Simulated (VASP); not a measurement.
Set up this calculation in VASP 6.6.1, as the native input.

```
Task                               : single point
Functional                         : HSE06
Potentials or basis                : VASP PAW PBE potentials, release 64 (Ga_d, O)
Cutoff                             : 520 eV
k mesh                             : 1 × 1 × 1
Occupations                        : gaussian, width 0.01 eV
Spin                               : no spin polarisation
Dipole correction                  : no
Grid for exact exchange (PRECFOCK) : Fast
Further INCAR settings             : LREAL = Auto; ALGO = Normal; EDIFF = 1e-06; NBANDS = 100
Screening parameter                : 0.2079 1/Å
```

The system is Ga8O11.

```xyz
19
Lattice="12.2300 0.0000 0.0000 0.0000 3.0400 0.0000 -1.3737 0.0000 5.6350" Properties=species:S:1:pos:R:3 pbc="T T T"
Ga    0.0125    0.0198    4.4817
Ga    6.1077    1.4810    4.5082
Ga   10.8653    0.0401    1.1351
Ga    4.7510    1.5001    1.1390
Ga    3.2016    0.0419    3.8517
Ga    9.3665    1.5119    3.8294
Ga    7.6057    3.0195    1.7641
Ga    1.4516    1.5410    1.7541
O     1.9200    0.1081    0.5666
O     8.0044    1.5160    0.5540
O     8.9181    0.0137    5.1336
O     2.7850    1.5561    5.0954
O     5.6983    0.0660    1.4158
O     5.1171    0.0071    4.1914
O    -0.9585    1.5238    4.2158
O     9.5015    3.0117    2.5003
O     3.4281    1.5083    2.4364
O     1.3180    3.0179    3.2373
O     7.4633    1.5658    3.1530
```

The input as run:

POSCAR

```
Ga8O11
1.0
   12.2300000000      0.0000000000      0.0000000000
    0.0000000000      3.0400000000      0.0000000000
   -1.3736610000      0.0000000000      5.6349850000
Ga O
8 11
Direct
    0.0903510000      0.0065080000      0.7953270000
    0.5892660000      0.4871870000      0.8000410000
    0.9110400000      0.0131830000      0.2014380000
    0.4111770000      0.4934660000      0.2021330000
    0.3385550000      0.0137720000      0.6835290000
    0.8421940000      0.4973500000      0.6795820000
    0.6570550000      0.9932570000      0.3130610000
    0.1536570000      0.5068960000      0.3112880000
    0.1682830000      0.0355730000      0.1005510000
    0.6655320000      0.4986970000      0.0983200000
    0.8315270000      0.0044970000      0.9110230000
    0.3292810000      0.5118800000      0.9042510000
    0.4941520000      0.0217200000      0.2512490000
    0.5019520000      0.0023290000      0.7438160000
    0.0056540000      0.5012430000      0.7481390000
    0.8267400000      0.9907040000      0.4437120000
    0.3288620000      0.4961610000      0.4323620000
    0.1722980000      0.9927410000      0.5745000000
    0.6730910000      0.5150590000      0.5595420000
```

INCAR.step1

```
SYSTEM = Ga8O11
PREC = Accurate ; ENCUT = 520
EDIFF = 1E-5 ; ISMEAR = 0
SIGMA = 0.01 ; LREAL = Auto
LASPH = .TRUE. ; NELM = 100
ALGO = Normal ; ISIF = 2
LWAVE = .TRUE. ; LCHARG = .FALSE.
NBANDS = 100 ; GGA = PE
```

INCAR.step2

```
SYSTEM = Ga8O11
PREC = Accurate ; ENCUT = 520
EDIFF = 1E-6 ; ISMEAR = 0
SIGMA = 0.01 ; LREAL = Auto
LASPH = .TRUE. ; NELM = 100
ALGO = Normal ; ISIF = 2
LWAVE = .FALSE. ; LCHARG = .FALSE.
GGA = PE ; LHFCALC = .TRUE.
HFSCREEN = 0.2079 ; PRECFOCK = Fast
NBANDS = 100 ; ISTART = 1
```

KPOINTS

```
regular mesh
0
G
  1 1 1
  0 0 0
```

Potentials or basis: VASP PAW PBE potentials, release 64 (Ga_d, O).

The run is started by

```bash
$ cat potpaw_PBE.64/Ga_d/POTCAR potpaw_PBE.64/O/POTCAR > POTCAR
$ cp INCAR.step1 INCAR
$ mpirun -np 1 vasp_gam > vasp.out
$ cp INCAR.step2 INCAR
$ mpirun -np 1 vasp_gam > vasp.out
```

It gave:

```yaml
Pressure: 11.8 GPa
Largest_force: 3.121 eV/Å
Band_gap_on_the_k_mesh: 3.53 eV
```

Caveat: the k points lie up to 2.07 Å⁻¹ apart; the PAW data sets were made with another functional, which shifts forces and pressure a little.

It took 5.3 min on 1 thread of AMD EPYC 7R43 64-Core Processor (Zen 3), on a shared host, peak memory 0.39 GiB.
